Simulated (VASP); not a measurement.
# Eu (Cmcm) in VASP: single point with LDA

Aim: the single point of Eu with LDA.

Program: VASP 6.6.1. These are calculated values, not measurements. Logs are shortened: lines on timing, memory, paths and dates and some standing lists are left out, and cuts for length are marked.

**1. The cell of the first run**

The structure is orthorhombic, space group Cmcm (No. 63). The conventional cell has a = 3.708 Å, b = 6.461 Å, c = 5.886 Å, α = 90.00°, β = 90.00°, γ = 90.00°. Eu (site symmetry m2m) has 12 Eu at 3.62 to 3.72 Å within 4.8 Å.

**2. Single point, LDA, collinear spin, ferromagnetic start (volume scaled by 0.8)**

INCAR reads:

```
PREC     = Accurate       # precision mode
ENCUT    = 520            # plane-wave cutoff, eV
EDIFF    = 1E-7           # SCF threshold, eV
ISMEAR   = -1             # smearing method
SIGMA    = 0.08           # smearing width, eV
LREAL    = False          # projectors in reciprocal space
LASPH    = True           # aspherical terms in the spheres
NELM     = 150            # most SCF steps
ALGO     = Normal         # electronic algorithm
ISIF     = 2              # what is computed and relaxed
LWAVE    = False          # write WAVECAR
LCHARG   = True           # write CHGCAR
ISPIN    = 2              # spin polarisation
MAGMOM   = 7 7            # initial moments
LORBIT   = 11             # projections on sites
LMAXMIX  = 6              # l up to which the mixer works
GGA      = CA             # functional
LELF     = True           # ELF
LVHAR    = True         
NBANDS   = 28             # bands
```

KPOINTS reads:

```
Automatic mesh
0
Gamma
  10 10 5
```

POSCAR reads:

```
Eu
1.0
    1.8539123226     -3.2302760405      0.0000000000
    1.8539123226      3.2302760405      0.0000000000
    0.0000000000      0.0000000000      5.8862077178
Eu
2
Direct
    0.8368671400      0.1631328600      0.7500000000
    0.1631328600      0.8368671400      0.2500000000
```

Potentials or basis: VASP PAW PBE potentials, release 64 (Eu).

Run with:

```
> cat potpaw_PBE.64/Eu/POTCAR > POTCAR
> mpirun -np 1 vasp_std > vasp.out
```

OUTCAR:

```text
PREC = Accurate
   ENCUT = 520
   EDIFF = 1E-7
   ISMEAR = -1
   LREAL = False
   LASPH = True
   NELM = 150
   ISIF = 2
   ISPIN = 2
   LORBIT = 11
   GGA = CA

 ion  position               nearest neighbor table
   1  0.837  0.163  0.750-
   2  0.163  0.837  0.250-

  LATTYP: Found a base centered orthorhombic cell.
 ALAT       =     3.7078246452
 B/A-ratio  =     1.7424103617
 C/A-ratio  =     1.5875097344

  Lattice vectors:

 A1 = (   1.8539123226,  -3.2302760405,   0.0000000000)
 A2 = (   1.8539123226,   3.2302760405,   0.0000000000)
 A3 = (   0.0000000000,   0.0000000000,   5.8862077178)

Analysis of symmetry for initial positions (statically):
=====================================================================
 Subroutine PRICEL returns:
 Original cell was already a primitive cell.

 Routine SETGRP: Setting up the symmetry group for a
 base centered orthorhombic supercell.

 Subroutine GETGRP returns: Found  8 space group operations
 (whereof  4 operations were pure point group operations)
 out of a pool of  8 trial point group operations.

The static configuration has the point symmetry C_2h.
 The point group associated with its full space group is D_2h.

Analysis of symmetry for dynamics (positions and initial velocities):
=====================================================================
 Subroutine PRICEL returns:
 Original cell was already a primitive cell.

 Routine SETGRP: Setting up the symmetry group for a
 base centered orthorhombic supercell.

 Subroutine GETGRP returns: Found  8 space group operations
 (whereof  4 operations were pure point group operations)
 out of a pool of  8 trial point group operations.

The dynamic configuration has the point symmetry C_2h.
 The point group associated with its full space group is D_2h.

Analysis of structural, dynamic, and magnetic symmetry:
=====================================================================
 Subroutine PRICEL returns:
 Original cell was already a primitive cell.

 Routine SETGRP: Setting up the symmetry group for a
 base centered orthorhombic supercell.

 Subroutine GETGRP returns: Found  8 space group operations
 (whereof  4 operations were pure point group operations)
 out of a pool of  8 trial point group operations.

The overall configuration has the point symmetry C_2h.
 The point group associated with its full space group is D_2h.

 Subroutine INISYM returns: Found  8 space group operations
 (whereof  4 operations are pure point group operations),
 and found     1 'primitive' translations

----------------------------------------------------------------------------------------

                                     Primitive cell

  volume of cell :      70.5009

  direct lattice vectors                    reciprocal lattice vectors
     1.853912323 -3.230276041  0.000000000     0.269699917 -0.154785533  0.000000000
     1.853912323  3.230276041  0.000000000     0.269699917  0.154785533  0.000000000
     0.000000000  0.000000000  5.886207718     0.000000000  0.000000000  0.169888670

  length of vectors
     3.724469653  3.724469653  5.886207718     0.310960780  0.310960780  0.169888670

  position of ions in fractional coordinates (direct lattice)
     0.836867140  0.163132860  0.750000000
     0.163132860  0.836867140  0.250000000

  ion indices of the primitive-cell ions
   primitive index   ion index
                 1           1
                 2           2

----------------------------------------------------------------------------------------

 KPOINTS: Automatic mesh

Automatic generation of k-mesh.
 Grid dimensions read from file:
 generate k-points for:   10   10    5

 Generating k-lattice:

  Cartesian coordinates                     Fractional coordinates (reciprocal lattice)
     0.026969992 -0.015478553  0.000000000     0.100000000  0.000000000  0.000000000
     0.026969992  0.015478553  0.000000000     0.000000000  0.100000000  0.000000000
     0.000000000  0.000000000  0.033977734     0.000000000  0.000000000  0.200000000

  Length of vectors
     0.031096078  0.031096078  0.033977734

  Shift w.r.t. Gamma in fractional coordinates (k-lattice)
     0.000000000  0.000000000  0.000000000

 Subroutine IBZKPT returns following result:
 ===========================================

 Found     93 irreducible k-points:

 Following reciprocal coordinates:
            Coordinates               Weight
  0.000000  0.000000  0.000000      1.000000
  0.100000 -0.000000  0.000000      4.000000
  0.200000 -0.000000  0.000000      4.000000
  0.300000  0.000000  0.000000      4.000000
  0.400000  0.000000  0.000000      4.000000
  0.500000  0.000000  0.000000      2.000000
[... 16 lines left out ...]
  0.300000  0.300000  0.000000      2.000000
  0.400000  0.300000  0.000000      4.000000
 [... further k-points ...]
   k-points           NKPTS =     93   k-points in BZ     NKDIM =     93   number of bands    NBANDS=     28
   number of dos      NEDOS =    301   number of ions     NIONS =      2
   total plane-waves  NPLWV =  37632
   dimension x,y,z NGX =    28 NGY =   28 NGZ =   48
   dimension x,y,z NGXF=    56 NGYF=   56 NGZF=   96
   ions per type =               2
   NGX,Y,Z   is equivalent  to a cutoff of  12.50, 12.50, 13.56 a.u.
   NGXF,Y,Z  is equivalent  to a cutoff of  25.00, 25.00, 27.11 a.u.
 SYSTEM =  unknown system
   PREC   = accura    normal or accurate (medium, high low for compatibility)
   ISTART =      0    job   : 0-new  1-cont  2-samecut
   ICHARG =      2    charge: 1-file 2-atom 10-const
   ISPIN  =      2    spin polarized calculation?
   LNONCOLLINEAR =      F non collinear calculations
   LSORBIT =      F    spin-orbit coupling
   LASPH  =      T    aspherical Exc in radial PAW
   ENCUT  =  520.0 eV  38.22 Ry    6.18 a.u.   6.93  6.93 10.94*2*pi/ulx,y,z
   NELM   =    150;   NELMIN=  2; NELMDL= -5     # of ELM steps
   EDIFF  = 0.1E-06   stopping-criterion for ELM
   LREAL  =      F    real-space projection
   EDIFFG = 0.1E-05   stopping-criterion for IOM
   NSW    =      0    number of steps for IOM
   IBRION =     -1    ionic relax: 0-MD 1-quasi-New 2-CG
   NFREE  =      0    steps in history (QN), initial steepest desc. (CG)
   ISIF   =      2    stress and relaxation
   ISYM   =      2    0-nonsym 1-usesym 2-fastsym
   POTIM  = 0.5000    time-step for ionic-motion
   TEBEG  =    0.0;   TEEND  =   0.0 temperature during run
   PSTRESS=    0.0 pullay stress
   NELECT =      34.0000    total number of electrons
   NUPDOWN=      -1.0000    fix difference up-down
   EMIN   =  10.00;   EMAX   =-10.00  energy-range for DOS
   EFERMI =   0.00;   METHOD = LEGACY
   ISMEAR =    -1;   SIGMA  =   0.08  broadening in eV -4-tet -1-fermi 0-gaus
   EFERMI_NEDOS =   21; number of points for ismear=-14 and -15
   IALGO  =     38    algorithm
   IMIX   =      4    mixing-type and parameters
     AMIX     =   0.40;   BMIX     =  1.00
     AMIX_MAG =   1.60;   BMIX_MAG =  1.00
  volume/ion in A,a.u.               =      35.25       237.88
  Fermi-wavevector in a.u.,A,eV,Ry     =   1.283817  2.426062 22.424921  1.648185
  Thomas-Fermi vector in A             =   2.416047
   LORBIT       =     11    0 simple, 1 ext, 2 COOP (PROOUT), +10 PAW based schemes
   GGA     = CA    functional components
   LHFCALC =     F    Hartree Fock is set to
   AEXX    =    0.0000 exact exchange contribution
   IVDW    =     0    specifies the selected vdW correction
   LEPSILON=     F    determine dielectric tensor
   LRPA    =     F    only Hartree local field effects (RPA)
 spin polarized calculation
  energy-cutoff  :      520.00
  volume of cell :       70.50
 maximum number of plane-waves:      1914
   NGX = 13   NGY = 13   NGZ = 21

 number of electron      34.0000001 magnetization      14.6288267

 Free energy of the ion-electron system (eV)
  ---------------------------------------------------
  ext. energy  EPLUGINS =         0.00000000
  ---------------------------------------------------
  free energy    TOTEN  =       -22.87975658 eV

  energy without entropy =      -22.78548183  energy(sigma->0) =      -22.83261920

 E-fermi :   2.4679     XC(G=0):  -9.8612

 val. band max:        2.4607488158   @ k =  -0.4000   0.3000   0.2000
 cond. band min:       2.4783527894   @ k =   0.4000   0.4000   0.2000
 fundamental gap:      0.0176039736
 Fermi energy:         2.4678787863

 spin component 1

 k-point     1 :       0.0000    0.0000    0.0000
  band No.  band energies     occupation
      1     -38.7617      1.00000
      2     -38.6792      1.00000
      3     -18.1067      1.00000
      4     -17.4175      1.00000
      5     -17.3991      1.00000
      6     -17.2875      1.00000
[... 20 lines left out ...]
     27       4.3951      0.00000
     28       4.5782      0.00000

 k-point     2 :       0.1000   -0.0000    0.0000
  band No.  band energies     occupation
      1     -38.7560      1.00000
      2     -38.6769      1.00000
      3     -18.0819      1.00000
      4     -17.4601      1.00000
      5     -17.4291      1.00000
      6     -17.3440      1.00000
[... 20 lines left out ...]
     27       4.5467      0.00000
     28       4.7973      0.00000

 k-point     3 :       0.2000   -0.0000    0.0000
  band No.  band energies     occupation
      1     -38.7404      1.00000
      2     -38.6713      1.00000
      3     -18.0126      1.00000
      4     -17.6022      1.00000
      5     -17.4868      1.00000
      6     -17.4751      1.00000
[... 616 lines left out ...]
      3     -17.8729      1.00000
      4     -17.7667      1.00000
      5     -17.7046      1.00000
      6     -17.6706      1.00000
[... 20 lines left out ...]
     27       3.6707      0.00000
     28       3.9761      0.00000

 k-point    24 :       0.4000    0.3000    0.0000
  band No.  band energies     occupation
      1     -38.6787      1.00000
      2     -38.6692      1.00000
      3     -17.8686      1.00000
      4     -17.7639      1.00000
      5     -17.7054      1.00000
      6     -17.6542      1.00000
[... 20 lines left out ...]
     27       3.7095      0.00000
     28       3.9121      0.00000

 [... further k-points ...]

 spin component 2

 k-point     1 :       0.0000    0.0000    0.0000
  band No.  band energies     occupation
      1     -35.9396      1.00000
      2     -35.8380      1.00000
      3     -16.0497      1.00000
      4     -15.2279      1.00000
      5     -15.2069      1.00000
      6     -15.0763      1.00000
[... 20 lines left out ...]
     27       6.6744      0.00000
     28       6.6847      0.00000

 k-point     2 :       0.1000   -0.0000    0.0000
  band No.  band energies     occupation
      1     -35.9324      1.00000
      2     -35.8352      1.00000
      3     -16.0201      1.00000
      4     -15.2812      1.00000
      5     -15.2428      1.00000
      6     -15.1458      1.00000
[... 20 lines left out ...]
     27       6.6474      0.00000
     28       6.7842      0.00000

 k-point     3 :       0.2000   -0.0000    0.0000
  band No.  band energies     occupation
      1     -35.9131      1.00000
      2     -35.8282      1.00000
      3     -15.9371      1.00000
      4     -15.4556      1.00000
      5     -15.3196      1.00000
      6     -15.2983      1.00000
[... 616 lines left out ...]
      3     -15.7843      1.00000
      4     -15.6533      1.00000
      5     -15.5781      1.00000
      6     -15.5264      1.00000
[... 20 lines left out ...]
     27       6.5529      0.00000
     28       6.5947      0.00000

 k-point    24 :       0.4000    0.3000    0.0000
  band No.  band energies     occupation
      1     -35.8368      1.00000
      2     -35.8251      1.00000
      3     -15.7790      1.00000
      4     -15.6499      1.00000
      5     -15.5798      1.00000
      6     -15.5076      1.00000
[... 20 lines left out ...]
     27       6.5436      0.00000
     28       6.6041      0.00000

 [... further k-points ...]
[... 5 lines left out ...]
  --------------------------------------------------------------------------------------
  -------------------------------------------------------------------------------------
  Total       -0.4387840     -0.4059716     -0.1252263      0.0000000     -0.0000000      0.0000000
  in kB       -9.9716487     -9.2259647     -2.8458475      0.0000000     -0.0000000      0.0000000
  external PRESSURE =      -7.3478203 kB  Pullay stress =       0.0000000 kB

 VOLUME and BASIS-vectors are now :
 -----------------------------------------------------------------------------
  energy-cutoff  :      520.00
  volume of cell :       70.50
      direct lattice vectors                 reciprocal lattice vectors
     1.853912323 -3.230276041  0.000000000     0.269699917 -0.154785533  0.000000000
     1.853912323  3.230276041  0.000000000     0.269699917  0.154785533  0.000000000
     0.000000000  0.000000000  5.886207718     0.000000000  0.000000000  0.169888670

 POSITION                                       TOTAL-FORCE (eV/Angst)
 -----------------------------------------------------------------------------------
      1.85391     -2.17635      4.41466         0.000000      0.018761     -0.000000
      1.85391      2.17635      1.47155         0.000000     -0.018761      0.000000
 -----------------------------------------------------------------------------------
    total drift:                                0.000000     -0.000000     -0.000000

  FREE ENERGIE OF THE ION-ELECTRON SYSTEM (eV)
  ---------------------------------------------------
  free  energy   TOTEN  =       -22.8797565811 eV

  energy  without entropy=      -22.7854818282  energy(sigma->0) =      -22.83261920

 total charge

# of ion       s       p       d       f       tot
--------------------------------------------------
    1        2.091   5.638   0.412   6.573  14.715
    2        2.091   5.638   0.412   6.573  14.715
--------------------------------------------------
tot          4.183  11.276   0.824  13.146  29.429

 magnetization (x)

# of ion       s       p       d       f       tot
--------------------------------------------------
    1        0.004  -0.061   0.183   6.567   6.693
    2        0.004  -0.061   0.183   6.567   6.693
--------------------------------------------------
tot          0.008  -0.123   0.366  13.135  13.385
```

It took 4.9 min on 1 thread of Intel Xeon 6975P-C (Granite Rapids), shared host; peak memory 0.38 GiB.

Results:

| Item | Value |
| --- | --- |
| Free energy | -22.8798 eV |
| Pressure | -0.7 GPa |
| Largest force | 0.019 eV/Å |
| Net moment | 14.63 μB per cell |
| Site moments | Eu +6.69 μB |
| Valence electrons inside the program's atomic spheres | Eu 14.71 |

Forces in eV/Å, atoms in the order of the input:
```
Eu   0.000  0.019  0.000
Eu   0.000 -0.019  0.000
```

Stress tensor (GPa, compression positive):
```
-1.00  0.00  0.00
 0.00 -0.92  0.00
 0.00  0.00 -0.28
```

Levels at points of the mesh, in eV from the Fermi level:
Spin up:
```csv
k point,band 22,band 23,band 24,band 25,band 26,band 27
"(0.00, 0.00, 0.00)",-0.38,-0.32,-0.31,1.58,1.80,1.93
"(0.50, 0.00, 0.00)",-0.36,-0.35,-0.32,-0.30,0.50,1.51
"(0.50, 0.50, 0.00)",-0.36,-0.34,-0.32,-0.28,0.45,1.58
```
Spin down:
| k point | band 7 | band 8 | band 9 | band 10 | band 11 | band 12 | band 13 | band 14 |
| --- | --- | --- | --- | --- | --- | --- | --- | --- |
| (0.00, 0.00, 0.00) | -17.54 | -17.51 | -3.70 | -1.11 | 2.31 | 2.67 | 2.79 | 2.85 |
| (0.50, 0.00, 0.00) | -17.75 | -17.65 | -0.73 | -0.46 | -0.06 | 1.35 | 2.48 | 2.54 |
| (0.50, 0.50, 0.00) | -17.79 | -17.64 | -0.68 | -0.46 | 0.03 | 1.31 | 2.36 | 2.58 |

Caveat: the PAW data sets were made with another functional, which shifts forces and pressure a little; spin-orbit coupling is left out, which moves the levels of the heavy elements.
